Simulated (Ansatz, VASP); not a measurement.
## Two plane-wave programs on Ca2Ta3O

```
CELL_PARAMETERS angstrom
4.27395 0.00000 0.00000
0.00000 4.27395 0.00000
0.00000 0.00000 6.14157
ATOMIC_POSITIONS crystal
Ca 0.50000 0.50000 0.61540
Ca 0.00000 0.00000 0.60654
Ta 0.00000 0.50000 0.56148
Ta 0.50000 0.00000 0.56148
Ta 0.00000 0.00000 0.02575
O 0.00000 0.00000 0.26871
```

Alike in both runs: task single point; functional PBE; k mesh 4 × 4 × 4; occupations gaussian, width 0.1 eV; no spin polarisation.

```csv
,VASP,Ansatz
version,VASP 6.6.1,Ansatz 0.2.0
potentials or method,"VASP PAW PBE potentials, release 64 (Ca_sv, Ta_sv_GW, O), cutoff 600 eV","scalar-relativistic, plane waves, PAW"
valence electrons in the cell,65,65
```

```csv
,VASP,Ansatz,Ansatz less VASP
gap on the k mesh at the Fermi level (eV),none,none,-
rms of the force components (eV/Å),7.832,7.541,-0.2908
```

Atom by atom the forces differ by 0.293 eV/Å (rms over components). A gap of «none» marks a metal or a gap that the smearing closes.

The k mesh is coarse, so the values compare programs but aren't converged. Spin-orbit coupling is off throughout.
